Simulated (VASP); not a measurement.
# CdS (v.b) (P6_3mc) in VASP: single point with PBE

Aim: the single point of CdS (v.b) with PBE.

Program: VASP 6.6.1. These are calculated values, not measurements. Logs are shortened: lines on timing, memory, paths and dates and some standing lists are left out, and cuts for length are marked.

### 1 The cell of the first run

Symmetry: P6_3mc, No. 186, hexagonal system. The conventional cell has a = 4.197 Å, b = 4.197 Å, c = 6.830 Å, α = 90.00°, β = 90.00°, γ = 120.00°. Within 3.4 Å of Cd (site symmetry 3m) lie 4 S at 2.57 Å. S (site symmetry 3m) has 4 Cd at 2.57 Å within 3.4 Å.

### 2 Single point, PBE

INCAR

```
SYSTEM = CdS
  ALGO = Normal
  EDIFF = 1E-6
  ENCUT = 500
  GGA = PE
  GGA_COMPAT = .False.
  ISIF = 2
  ISMEAR = 0
  LASPH = .True.
  LCHARG = .False.
  LREAL = .False.
  LWAVE = .False.
  NBANDS = 26
  NELM = 120
  PREC = Accurate
  SIGMA = 0.02
```

KPOINTS

```
k-points
0
Gamma
  9 9 4
  0 0 0
```

POSCAR

```
CdS
1.0
    4.1968524169      0.0000000000      0.0000000000
   -2.0984262085      3.6345808090      0.0000000000
    0.0000000000      0.0000000000      6.8296508451
Cd S
2 2
Direct
    0.3333333333      0.6666666667      0.0002179901
    0.6666666667      0.3333333333      0.5002179901
    0.3333333333      0.6666666667      0.3767820099
    0.6666666667      0.3333333333      0.8767820099
```

Potentials or basis: VASP PAW PBE potentials, release 64 (Cd, S).

On the command line:

```console
$ cat potpaw_PBE.64/Cd/POTCAR potpaw_PBE.64/S/POTCAR > POTCAR
$ mpirun -np 1 vasp_std > vasp.out
```

OUTCAR:

```text
SYSTEM = CdS
   EDIFF = 1E-6
   ENCUT = 500
   GGA = PE
   ISIF = 2
   ISMEAR = 0
   LASPH = .True.
   LREAL = .False.
   NELM = 120
   PREC = Accurate

 ion  position               nearest neighbor table
   1  0.333  0.667  0.000-   4 2.57   4 2.57   4 2.57   3 2.57
   2  0.667  0.333  0.500-   3 2.57   3 2.57   3 2.57   4 2.57
   3  0.333  0.667  0.377-   2 2.57   2 2.57   2 2.57   1 2.57
   4  0.667  0.333  0.877-   1 2.57   1 2.57   1 2.57   2 2.57

  LATTYP: Found a hexagonal cell.
 ALAT       =     4.1968524169
 C/A-ratio  =     1.6273269028

  Lattice vectors:

 A1 = (   4.1968524169,   0.0000000000,   0.0000000000)
 A2 = (  -2.0984262085,   3.6345808090,   0.0000000000)
 A3 = (   0.0000000000,   0.0000000000,   6.8296508451)

Analysis of symmetry for initial positions (statically):
=====================================================================
 Subroutine PRICEL returns:
 Original cell was already a primitive cell.

 Routine SETGRP: Setting up the symmetry group for a
 hexagonal supercell.

 Subroutine GETGRP returns: Found 12 space group operations
 (whereof  6 operations were pure point group operations)
 out of a pool of 24 trial point group operations.

The static configuration has the point symmetry C_3v.
 The point group associated with its full space group is C_6v.

Analysis of symmetry for dynamics (positions and initial velocities):
=====================================================================
 Subroutine PRICEL returns:
 Original cell was already a primitive cell.

 Routine SETGRP: Setting up the symmetry group for a
 hexagonal supercell.

 Subroutine GETGRP returns: Found 12 space group operations
 (whereof  6 operations were pure point group operations)
 out of a pool of 24 trial point group operations.

The dynamic configuration has the point symmetry C_3v.
 The point group associated with its full space group is C_6v.

 Subroutine INISYM returns: Found 12 space group operations
 (whereof  6 operations are pure point group operations),
 and found     1 'primitive' translations

----------------------------------------------------------------------------------------

                                     Primitive cell

  volume of cell :     104.1781

  direct lattice vectors                    reciprocal lattice vectors
[... 83 lines left out ...]
   ISTART =      0    job   : 0-new  1-cont  2-samecut
   ICHARG =      2    charge: 1-file 2-atom 10-const
   ISPIN  =      1    spin polarized calculation?
   LNONCOLLINEAR =      F non collinear calculations
   LSORBIT =      F    spin-orbit coupling
   LASPH  =      T    aspherical Exc in radial PAW
   ENCUT  =  500.0 eV  36.75 Ry    6.06 a.u.   7.65  7.65 12.45*2*pi/ulx,y,z
   NELM   =    120;   NELMIN=  2; NELMDL= -5     # of ELM steps
   EDIFF  = 0.1E-05   stopping-criterion for ELM
   LREAL  =      F    real-space projection
   EDIFFG = 0.1E-04   stopping-criterion for IOM
   NSW    =      0    number of steps for IOM
   IBRION =     -1    ionic relax: 0-MD 1-quasi-New 2-CG
   NFREE  =      0    steps in history (QN), initial steepest desc. (CG)
   ISIF   =      2    stress and relaxation
   ISYM   =      2    0-nonsym 1-usesym 2-fastsym
   POTIM  = 0.5000    time-step for ionic-motion
   TEBEG  =    0.0;   TEEND  =   0.0 temperature during run
   PSTRESS=    0.0 pullay stress
   NELECT =      36.0000    total number of electrons
   NUPDOWN=      -1.0000    fix difference up-down
   EMIN   =  10.00;   EMAX   =-10.00  energy-range for DOS
   EFERMI =   0.00;   METHOD = LEGACY
   ISMEAR =     0;   SIGMA  =   0.02  broadening in eV -4-tet -1-fermi 0-gaus
   EFERMI_NEDOS =   21; number of points for ismear=-14 and -15
   IALGO  =     38    algorithm
   IMIX   =      4    mixing-type and parameters
     AMIX     =   0.40;   BMIX     =  1.00
     AMIX_MAG =   1.60;   BMIX_MAG =  1.00
  volume/ion in A,a.u.               =      26.04       175.76
  Fermi-wavevector in a.u.,A,eV,Ry     =   1.148815  2.170946 17.956646  1.319776
  Thomas-Fermi vector in A             =   2.285488
   LORBIT       =      0    0 simple, 1 ext, 2 COOP (PROOUT), +10 PAW based schemes
   GGA     = PE    functional components
   LHFCALC =     F    Hartree Fock is set to
   AEXX    =    0.0000 exact exchange contribution
   IVDW    =     0    specifies the selected vdW correction
   LEPSILON=     F    determine dielectric tensor
   LRPA    =     F    only Hartree local field effects (RPA)
 non-spin polarized calculation
 Gauss-broadening in eV      SIGMA  =   0.02
  energy-cutoff  :      500.00
  volume of cell :      104.18
 maximum number of plane-waves:      2677
 NGX is ok and might be reduce to    32
   NGX = 15   NGY = 15   NGZ = 25

 number of electron      36.0000000 magnetization

 Free energy of the ion-electron system (eV)
  ---------------------------------------------------
  ext. energy  EPLUGINS =         0.00000000
  ---------------------------------------------------
  free energy    TOTEN  =       -12.29941740 eV

  energy without entropy =      -12.29941740  energy(sigma->0) =      -12.29941740

 E-fermi :   1.0055     XC(G=0):  -8.9181

 val. band max:        0.9091242564   @ k =   0.0000   0.0000   0.0000
 cond. band min:       2.0216076996   @ k =   0.0000   0.0000   0.0000
 fundamental gap:      1.1124834433
 Fermi energy:         1.0055452749

 k-point     1 :       0.0000    0.0000    0.0000
  band No.  band energies     occupation
      1     -11.1777      2.00000
      2     -10.7904      2.00000
      3      -6.6380      2.00000
      4      -6.6324      2.00000
      5      -6.6324      2.00000
      6      -6.5582      2.00000
[... 685 lines left out ...]
     25      10.1650      0.00000
     26      10.1965      0.00000

 [... further k-points ...]
[... 5 lines left out ...]
  --------------------------------------------------------------------------------------
  -------------------------------------------------------------------------------------
  Total        0.1705289      0.1705289      0.1728500     -0.0000000      0.0000000      0.0000000
  in kB        2.6226007      2.6226007      2.6582966     -0.0000000      0.0000000      0.0000000
  external PRESSURE =       2.6344993 kB  Pullay stress =       0.0000000 kB

 VOLUME and BASIS-vectors are now :
 -----------------------------------------------------------------------------
  energy-cutoff  :      500.00
  volume of cell :      104.18
      direct lattice vectors                 reciprocal lattice vectors
     4.196852417  0.000000000  0.000000000     0.238273806  0.137567446  0.000000000
    -2.098426208  3.634580809  0.000000000     0.000000000  0.275134892  0.000000000
     0.000000000  0.000000000  6.829650845     0.000000000  0.000000000  0.146420369

 POSITION                                       TOTAL-FORCE (eV/Angst)
 -----------------------------------------------------------------------------------
     -0.00000      2.42305      0.00149        -0.000000      0.000000      0.000262
      2.09843      1.21153      3.41631         0.000000     -0.000000      0.000262
     -0.00000      2.42305      2.57329        -0.000000      0.000000     -0.000262
      2.09843      1.21153      5.98811         0.000000      0.000000     -0.000262
 -----------------------------------------------------------------------------------
    total drift:                               -0.000000      0.000000     -0.000299

  FREE ENERGIE OF THE ION-ELECTRON SYSTEM (eV)
  ---------------------------------------------------
  free  energy   TOTEN  =       -12.2994173958 eV

  energy  without entropy=      -12.2994173958  energy(sigma->0) =      -12.29941740
```

OSZICAR:

```text
N       E                     dE             d eps       ncg     rms          rms(c)
DAV:   1     0.241102673784E+03    0.24110E+03   -0.17009E+04  1872   0.122E+03
DAV:   2     0.228239354780E+00   -0.24087E+03   -0.23258E+03  2034   0.313E+02
DAV:   3    -0.132574644854E+02   -0.13486E+02   -0.13402E+02  2260   0.736E+01
DAV:   4    -0.133989895299E+02   -0.14153E+00   -0.14139E+00  2098   0.728E+00
DAV:   5    -0.134012203170E+02   -0.22308E-02   -0.22307E-02  2246   0.916E-01    0.104E+01
DAV:   6    -0.123202162655E+02    0.10810E+01   -0.19473E+00  2458   0.138E+01    0.832E+00
DAV:   7    -0.123017337773E+02    0.18482E-01   -0.66471E-01  1946   0.432E+00    0.396E+00
DAV:   8    -0.123003738581E+02    0.13599E-02   -0.73418E-02  2052   0.264E+00    0.472E-01
DAV:   9    -0.122989572395E+02    0.14166E-02   -0.13057E-02  2092   0.136E+00    0.133E-01
DAV:  10    -0.122992600771E+02   -0.30284E-03   -0.11662E-03  1992   0.314E-01    0.120E-01
DAV:  11    -0.122994237360E+02   -0.16366E-03   -0.26048E-04  2080   0.108E-01    0.802E-02
DAV:  12    -0.122994159769E+02    0.77591E-05   -0.12836E-04  1974   0.798E-02    0.146E-02
DAV:  13    -0.122994165253E+02   -0.54833E-06   -0.16917E-05  2182   0.267E-02    0.898E-03
DAV:  14    -0.122994173958E+02   -0.87059E-06   -0.22217E-06  1640   0.120E-02
   1 F= -.12299417E+02 E0= -.12299417E+02  d E =-.560813E-14
```

stdout:

```text
POSCAR found type information on POSCAR CdS
 POSCAR found :  2 types and       4 ions
 scaLAPACK will be used
 LDA part: xc-table for (Slater+PW92), standard interpolation
 POSCAR, INCAR and KPOINTS ok, starting setup
 FFT: planning ... GRIDC
 FFT: planning ... GRID_SOFT
 FFT: planning ... GRID
 WAVECAR not read
 entering main loop
```

It took 92 s on 1 thread of Intel Xeon 8259CL, shared host; peak memory 0.25 GiB.

Results:

```
Free energy            : -12.2994 eV
Pressure               : 0.3 GPa
Band gap on the k mesh : 1.11 eV, direct
```

Expect the measured gap to be larger: semilocal functionals such as PBE lack the derivative discontinuity.
